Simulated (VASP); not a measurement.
# Cu16NO in VASP: single point with PBEsol

Aim: the single point of Cu16NO with PBEsol.

Everything below comes from runs of VASP 6.6.1. Logs are shortened: lines on timing, memory, paths and dates and some standing lists are left out, and cuts for length are marked.

## 1. The cell of the first run

The cell holds a slab with vacuum, 18 atoms: a = 5.105 Å, b = 5.105 Å, c = 17.415 Å, α = 90.00°, β = 90.00°, γ = 90.00°.

## 2. Single point, PBEsol

The input, INCAR:

```
ALGO = Normal ; EDIFF = 1E-7
ENCUT = 520 ; GGA = PS
ISIF = 2 ; ISMEAR = 0
LASPH = True ; LCHARG = False
LREAL = Auto ; LWAVE = False
NBANDS = 108 ; NELM = 80
PREC = Accurate ; SIGMA = 0.1
```

The input, KPOINTS:

```
k-points
0
Gamma
  3 3 1
```

The input, POSCAR:

```
Cu16NO
1.0
    5.1053110000      0.0000000000      0.0000000000
    0.0000000000      5.1053110000      0.0000000000
    0.0000000000      0.0000000000     17.4150000000
Cu N O
16 1 1
Direct
    0.2500000490      0.2500000490      0.0574217628
    0.7499999510      0.2500000490      0.0574217628
    0.2500000490      0.7499999510      0.0574217628
    0.7499999510      0.7499999510      0.0574217628
    0.0025203166     -0.0023346276      0.1549860465
    0.4974263076     -0.0023240504      0.1549836922
    0.0025154197      0.5023733128      0.1549846684
    0.4974315962      0.5023621480      0.1549805340
    0.2499440289      0.2500482341      0.2577020385
    0.7499417763      0.2500392239      0.2519244330
    0.2498997612      0.7500451980      0.2622525409
    0.7498881067      0.7500375589      0.2555793856
    0.0068491420      0.0136420680      0.3635148435
    0.4929231539      0.0136148415      0.3635221361
    0.0068495338      0.4864902452      0.3635112834
    0.4929351023      0.4865055234      0.3635170830
    0.7498990757      0.7500679195      0.3676122308
    0.7498583338      0.2500588113      0.4153760551
```

Potentials or basis: VASP PAW PBE potentials, release 64 (Cu, N, O).

Run with:

```bash
$ cat potpaw_PBE.64/Cu/POTCAR potpaw_PBE.64/N/POTCAR potpaw_PBE.64/O/POTCAR > POTCAR
$ mpirun -np 1 vasp_std > vasp.out
```

OUTCAR:

```text
EDIFF = 1E-7
   ENCUT = 520
   GGA = PS
   ISIF = 2
   ISMEAR = 0
   LASPH = True
   LREAL = Auto
   NELM = 80
   PREC = Accurate

 ion  position               nearest neighbor table
   1  0.250  0.250  0.057-   6 2.48   8 2.48   5 2.48   7 2.48   2 2.55   3 2.55   3 2.55   2 2.55

   2  0.750  0.250  0.057-   5 2.49   7 2.49   6 2.49   8 2.49   1 2.55   4 2.55   1 2.55   4 2.55

   3  0.250  0.750  0.057-   8 2.47   6 2.47   7 2.47   5 2.47   1 2.55   4 2.55   1 2.55   4 2.55

   4  0.750  0.750  0.057-   7 2.48   8 2.48   5 2.48   6 2.48   2 2.55   3 2.55   3 2.55   2 2.55

   5  0.003  0.998  0.155-   3 2.47   1 2.48   4 2.48  10 2.48   2 2.49  12 2.52   6 2.53   7 2.53
                             9 2.54   7 2.58   6 2.58  11 2.59
   6  0.497  0.998  0.155-   3 2.47   1 2.48   4 2.48  10 2.48   2 2.49  12 2.52   5 2.53   8 2.53
                             9 2.54   8 2.58   5 2.58  11 2.59
   7  0.003  0.502  0.155-   3 2.47   1 2.48   4 2.48  10 2.48   2 2.49  12 2.52   8 2.53   5 2.53
                             9 2.54   5 2.58   8 2.58  11 2.59
   8  0.497  0.502  0.155-   3 2.47   1 2.48   4 2.48  10 2.48   2 2.49  12 2.52   7 2.53   6 2.53
                             9 2.54   6 2.58   7 2.58  11 2.59
   9  0.250  0.250  0.258-  14 2.53  16 2.53  13 2.53  15 2.53   7 2.54   5 2.54   8 2.54   6 2.54
                            11 2.55  11 2.55  10 2.55  10 2.55
  10  0.750  0.250  0.252-   8 2.48   6 2.48   7 2.48   5 2.48  12 2.55  12 2.55   9 2.55   9 2.55
                            13 2.64  15 2.64  14 2.64  16 2.64
  11  0.250  0.750  0.262-  16 2.54  15 2.54  14 2.54  13 2.54   9 2.55   9 2.55  12 2.56  12 2.56
                             5 2.59   7 2.59   6 2.59   8 2.59
  12  0.750  0.750  0.256-  17 1.95   6 2.52   8 2.52   5 2.52   7 2.52  10 2.55  10 2.55  11 2.56
                            11 2.56  15 2.66  16 2.66  13 2.66  14 2.66
  13  0.007  0.014  0.364-  17 1.88  18 2.00  15 2.41  14 2.48   9 2.53  11 2.54  14 2.62  10 2.64
                            12 2.66  15 2.69
  14  0.493  0.014  0.364-  17 1.88  18 2.00  16 2.41  13 2.48   9 2.53  11 2.54  13 2.62  10 2.64
                            12 2.66  16 2.69
  15  0.007  0.486  0.364-  17 1.88  18 2.00  13 2.41  16 2.48   9 2.53  11 2.54  16 2.62  10 2.64
                            12 2.66  13 2.69
  16  0.493  0.487  0.364-  17 1.88  18 2.00  14 2.41  15 2.48   9 2.53  11 2.54  15 2.62  10 2.64
                            12 2.66  14 2.69
  17  0.750  0.750  0.368-  14 1.88  13 1.88  16 1.88  15 1.88  12 1.95
  18  0.750  0.250  0.415-  14 2.00  16 2.00  13 2.00  15 2.00

  LATTYP: Found a simple tetragonal cell.
 ALAT       =     5.1053110000
 C/A-ratio  =     3.4111536006

  Lattice vectors:

 A1 = (   5.1053110000,   0.0000000000,   0.0000000000)
 A2 = (   0.0000000000,   5.1053110000,   0.0000000000)
 A3 = (   0.0000000000,   0.0000000000,  17.4150000000)

Analysis of symmetry for initial positions (statically):
=====================================================================
 Subroutine PRICEL returns:
 Original cell was already a primitive cell.

 Routine SETGRP: Setting up the symmetry group for a
 simple tetragonal supercell.

 Subroutine GETGRP returns: Found  1 space group operations
 (whereof  1 operations were pure point group operations)
 out of a pool of 16 trial point group operations.

The static configuration has the point symmetry C_1 .

Analysis of symmetry for dynamics (positions and initial velocities):
=====================================================================
 Subroutine PRICEL returns:
 Original cell was already a primitive cell.

 Routine SETGRP: Setting up the symmetry group for a
 simple tetragonal supercell.

 Subroutine GETGRP returns: Found  1 space group operations
 (whereof  1 operations were pure point group operations)
 out of a pool of 16 trial point group operations.

The dynamic configuration has the point symmetry C_1 .

 Subroutine INISYM returns: Found  1 space group operations
 (whereof  1 operations are pure point group operations),
 and found     1 'primitive' translations

----------------------------------------------------------------------------------------

                                     Primitive cell

  volume of cell :     453.9081

  direct lattice vectors                    reciprocal lattice vectors
     5.105311000  0.000000000  0.000000000     0.195874453  0.000000000  0.000000000
     0.000000000  5.105311000  0.000000000     0.000000000  0.195874453  0.000000000
     0.000000000  0.000000000 17.415000000     0.000000000  0.000000000  0.057421763

  length of vectors
     5.105311000  5.105311000 17.415000000     0.195874453  0.195874453  0.057421763

  position of ions in fractional coordinates (direct lattice)
     0.250000049  0.250000049  0.057421763
     0.749999951  0.250000049  0.057421763
     0.250000049  0.749999951  0.057421763
     0.749999951  0.749999951  0.057421763
     0.002520317  0.997665372  0.154986046
     0.497426308  0.997675950  0.154983692
[... 10 lines left out ...]
     0.749899076  0.750067919  0.367612231
     0.749858334  0.250058811  0.415376055

  ion indices of the primitive-cell ions
   primitive index   ion index
                 1           1
                 2           2
                 3           3
                 4           4
                 5           5
                 6           6
[... 10 lines left out ...]
                17          17
                18          18

----------------------------------------------------------------------------------------

 KPOINTS: k-points

Automatic generation of k-mesh.
 Grid dimensions read from file:
 generate k-points for:    3    3    1

 Generating k-lattice:

  Cartesian coordinates                     Fractional coordinates (reciprocal lattice)
     0.065291484  0.000000000  0.000000000     0.333333333  0.000000000  0.000000000
     0.000000000  0.065291484  0.000000000     0.000000000  0.333333333  0.000000000
     0.000000000  0.000000000  0.057421763     0.000000000  0.000000000  1.000000000

  Length of vectors
     0.065291484  0.065291484  0.057421763

  Shift w.r.t. Gamma in fractional coordinates (k-lattice)
     0.000000000  0.000000000  0.000000000

 Subroutine IBZKPT returns following result:
 ===========================================

 Found      5 irreducible k-points:

 Following reciprocal coordinates:
            Coordinates               Weight
  0.000000  0.000000  0.000000      1.000000
  0.333333  0.000000  0.000000      2.000000
  0.000000  0.333333  0.000000      2.000000
  0.333333  0.333333  0.000000      2.000000
 -0.333333  0.333333  0.000000      2.000000
   k-points           NKPTS =      5   k-points in BZ     NKDIM =      5   number of bands    NBANDS=    108
   number of dos      NEDOS =    301   number of ions     NIONS =     18
   total plane-waves  NPLWV = 224000
   dimension x,y,z NGX =    40 NGY =   40 NGZ =  140
   dimension x,y,z NGXF=    80 NGYF=   80 NGZF=  280
   ions per type =              16   1   1
   NGX,Y,Z   is equivalent  to a cutoff of  13.03, 13.03, 13.36 a.u.
   NGXF,Y,Z  is equivalent  to a cutoff of  26.05, 26.05, 26.73 a.u.
 SYSTEM =  unknown system
   PREC   = accura    normal or accurate (medium, high low for compatibility)
   ISTART =      0    job   : 0-new  1-cont  2-samecut
   ICHARG =      2    charge: 1-file 2-atom 10-const
   ISPIN  =      1    spin polarized calculation?
   LNONCOLLINEAR =      F non collinear calculations
   LSORBIT =      F    spin-orbit coupling
   LASPH  =      T    aspherical Exc in radial PAW
   ENCUT  =  520.0 eV  38.22 Ry    6.18 a.u.   9.49  9.49 32.38*2*pi/ulx,y,z
   NELM   =     80;   NELMIN=  2; NELMDL= -5     # of ELM steps
   EDIFF  = 0.1E-06   stopping-criterion for ELM
   LREAL  =      T    real-space projection
   EDIFFG = 0.1E-05   stopping-criterion for IOM
   NSW    =      0    number of steps for IOM
   IBRION =     -1    ionic relax: 0-MD 1-quasi-New 2-CG
   NFREE  =      0    steps in history (QN), initial steepest desc. (CG)
   ISIF   =      2    stress and relaxation
   ISYM   =      2    0-nonsym 1-usesym 2-fastsym
   POTIM  = 0.5000    time-step for ionic-motion
   TEBEG  =    0.0;   TEEND  =   0.0 temperature during run
   PSTRESS=    0.0 pullay stress
   NELECT =     187.0000    total number of electrons
   NUPDOWN=      -1.0000    fix difference up-down
   EMIN   =  10.00;   EMAX   =-10.00  energy-range for DOS
   EFERMI =   0.00;   METHOD = LEGACY
   ISMEAR =     0;   SIGMA  =   0.10  broadening in eV -4-tet -1-fermi 0-gaus
   EFERMI_NEDOS =   21; number of points for ismear=-14 and -15
   IALGO  =     38    algorithm
   IMIX   =      4    mixing-type and parameters
     AMIX     =   0.40;   BMIX     =  1.00
     AMIX_MAG =   1.60;   BMIX_MAG =  1.00
  volume/ion in A,a.u.               =      25.22       170.17
  Fermi-wavevector in a.u.,A,eV,Ry     =   1.218146  2.301962 20.189414  1.483880
  Thomas-Fermi vector in A             =   2.353443
   LORBIT       =      0    0 simple, 1 ext, 2 COOP (PROOUT), +10 PAW based schemes
   GGA     = PS    functional components
   LHFCALC =     F    Hartree Fock is set to
   AEXX    =    0.0000 exact exchange contribution
   IVDW    =     0    specifies the selected vdW correction
   LEPSILON=     F    determine dielectric tensor
   LRPA    =     F    only Hartree local field effects (RPA)
 non-spin polarized calculation
 Gauss-broadening in eV      SIGMA  =   0.10
  energy-cutoff  :      520.00
  volume of cell :      453.91
 maximum number of plane-waves:     12269
 NGX is ok and might be reduce to    40
   NGX = 19   NGY = 19   NGZ = 65

 number of electron     186.9999852 magnetization

 Free energy of the ion-electron system (eV)
  ---------------------------------------------------
  ext. energy  EPLUGINS =         0.00000000
  ---------------------------------------------------
  free energy    TOTEN  =       -77.40484371 eV

  energy without entropy =      -77.36550089  energy(sigma->0) =      -77.38517230

 E-fermi :   0.4423     XC(G=0):  -6.5789

 val. band max:        0.4318058196   @ k =   0.0000   0.0000   0.0000
 cond. band min:       0.4430520936   @ k =   0.0000   0.3333   0.0000
 fundamental gap:      0.0112462740
 Fermi energy:         0.4423392938

 k-point     1 :       0.0000    0.0000    0.0000
  band No.  band energies     occupation
      1     -17.7250      2.00000
      2     -14.9638      2.00000
      3      -8.3347      2.00000
      4      -6.7182      2.00000
      5      -6.3573      2.00000
      6      -6.2738      2.00000
[... 97 lines left out ...]
    104       4.0721      0.00000
    105       4.4834      0.00000

 k-point     2 :       0.3333    0.0000    0.0000
  band No.  band energies     occupation
      1     -17.7164      2.00000
      2     -14.9431      2.00000
      3      -7.7805      2.00000
      4      -6.8725      2.00000
      5      -6.5355      2.00000
      6      -6.0223      2.00000
[... 97 lines left out ...]
    104       4.5970      0.00000
    105       4.6407      0.00000

 k-point     3 :       0.0000    0.3333    0.0000
  band No.  band energies     occupation
      1     -17.6829      2.00000
      2     -15.0390      2.00000
      3      -7.7464      2.00000
      4      -6.7205      2.00000
      5      -5.9927      2.00000
      6      -5.9805      2.00000
[... 97 lines left out ...]
    104       4.0653      0.00000
    105       4.6590      0.00000

 k-point     4 :       0.3333    0.3333    0.0000
  band No.  band energies     occupation
      1     -17.6765      2.00000
      2     -15.0194      2.00000
      3      -7.2097      2.00000
      4      -6.3775      2.00000
      5      -6.3643      2.00000
      6      -5.6659      2.00000
[... 97 lines left out ...]
    104       5.0602      0.00000
    105       5.1924      0.00000

 k-point     5 :      -0.3333    0.3333    0.0000
  band No.  band energies     occupation
      1     -17.6765      2.00000
      2     -15.0194      2.00000
      3      -7.2097      2.00000
      4      -6.3775      2.00000
      5      -6.3643      2.00000
      6      -5.6659      2.00000
[... 97 lines left out ...]
    104       5.0602      0.00000
    105       5.1924      0.00000
 [bands above 105 left out]

------------------------ aborting loop because EDIFF is reached ----------------------------------------

  FORCE on cell =-STRESS in cart. coord.  units (eV):
  Direction    XX          YY          ZZ          XY          YZ          ZX
  --------------------------------------------------------------------------------------
  -------------------------------------------------------------------------------------
  Total       -5.2209436     -2.3296214      0.5992127      0.0003975     -0.0043237      0.0077161
  in kB      -18.4285727     -8.2229573      2.1150651      0.0014029     -0.0152614      0.0272357
  external PRESSURE =      -8.1788216 kB  Pullay stress =       0.0000000 kB

 VOLUME and BASIS-vectors are now :
 -----------------------------------------------------------------------------
  energy-cutoff  :      520.00
  volume of cell :      453.91
      direct lattice vectors                 reciprocal lattice vectors
     5.105311000  0.000000000  0.000000000     0.195874453  0.000000000  0.000000000
     0.000000000  5.105311000  0.000000000     0.000000000  0.195874453  0.000000000
     0.000000000  0.000000000 17.415000000     0.000000000  0.000000000  0.057421763

 POSITION                                       TOTAL-FORCE (eV/Angst)
 -----------------------------------------------------------------------------------
      1.27633      1.27633      1.00000        -0.000485      0.000196     -0.020063
      3.82898      1.27633      1.00000        -0.000188      0.000123      0.045805
      1.27633      3.82898      1.00000        -0.000394      0.000304     -0.128091
      3.82898      3.82898      1.00000        -0.000319      0.000344     -0.045318
      0.01287      5.09339      2.69908         0.001719     -0.002112      0.005205
      2.53952      5.09345      2.69904        -0.002019     -0.002451      0.005125
[... 10 lines left out ...]
      3.82847      3.82933      6.40197         0.000082     -0.000361      0.020297
      3.82826      1.27663      7.23377         0.000417      0.000283      0.052560
 -----------------------------------------------------------------------------------
    total drift:                               -0.000035      0.000215     -0.002162

  FREE ENERGIE OF THE ION-ELECTRON SYSTEM (eV)
  ---------------------------------------------------
  free  energy   TOTEN  =       -77.4048437087 eV

  energy  without entropy=      -77.3655008903  energy(sigma->0) =      -77.38517230
```

Run time: 11 min. Hardware: 1 thread of Intel Xeon 6975P-C (Granite Rapids), shared host; peak memory 0.58 GiB.

What came out:

- Free energy: -77.4048 eV
- Largest force: 0.128 eV/Å
- Band gap on the k mesh: zero (an odd number of electrons rules out a gap without spin polarisation)

Forces in eV/Å, atoms in the order of the input:
```
Cu   0.000  0.000 -0.020
Cu   0.000  0.000  0.046
Cu   0.000  0.000 -0.128
Cu   0.000  0.000 -0.045
Cu   0.002 -0.002  0.005
Cu  -0.002 -0.002  0.005
Cu   0.002  0.002  0.005
Cu  -0.002  0.002  0.006
Cu   0.000  0.000 -0.004
Cu   0.000  0.000  0.019
Cu   0.000  0.000 -0.001
Cu   0.001  0.000 -0.031
Cu   0.057  0.005  0.017
Cu  -0.056  0.005  0.017
Cu   0.057 -0.005  0.018
Cu  -0.057 -0.005  0.017
N    0.000  0.000  0.020
O    0.000  0.000  0.053
```

Caveat: the k points lie up to 0.41 Å⁻¹ apart, too coarse for converged energies and pressures of a metal; the PAW data sets were made with another functional, which shifts forces and pressure a little; an odd number of electrons without spin polarisation forces a metal; a magnetic or distorted state may lie lower. With open d or f shells a metallic result of PBEsol can be an artefact of self-interaction; +U or a hybrid may open a gap.
